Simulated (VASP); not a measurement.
A run of VASP 6.6.1:

Contents of INCAR:

```
SYSTEM = Ag
PREC = Accurate
ENCUT = 520
EDIFF = 1E-7
ISMEAR = 0
SIGMA = 0.15
LREAL = .FALSE.
LASPH = .TRUE.
NELM = 100
ALGO = Normal
ISIF = 2
LWAVE = .FALSE.
LCHARG = .FALSE.
NBANDS = 12
```

Contents of KPOINTS:

```
Automatic mesh
0
G
  20 20 20
  0 0 0
```

Contents of POSCAR:

```
Ag
1.0
   -1.5728713000      1.5728713000      1.6142626500
    1.5728713000     -1.5728713000      1.6142626500
    1.5728713000      1.5728713000     -1.6142626500
Ag
1
Direct
    0.0000000000      0.0000000000      0.0000000000
```

Potentials or basis: VASP PAW LDA potentials, release 64 (Ag).

Command:

```sh
$ cat potpaw_LDA.64/Ag/POTCAR > POTCAR
$ mpirun -np 1 vasp_std > vasp.out
```

Hardware: 1 thread of Intel Xeon 8259CL (shared host).

**Question.** How long does it take, and how much memory?

**Answer.** Run time: 2.2 min on 1 thread of Intel Xeon 8259CL, with other jobs on the host, peak memory 0.22 GiB. Counts: scf iterations 11, k points 641.
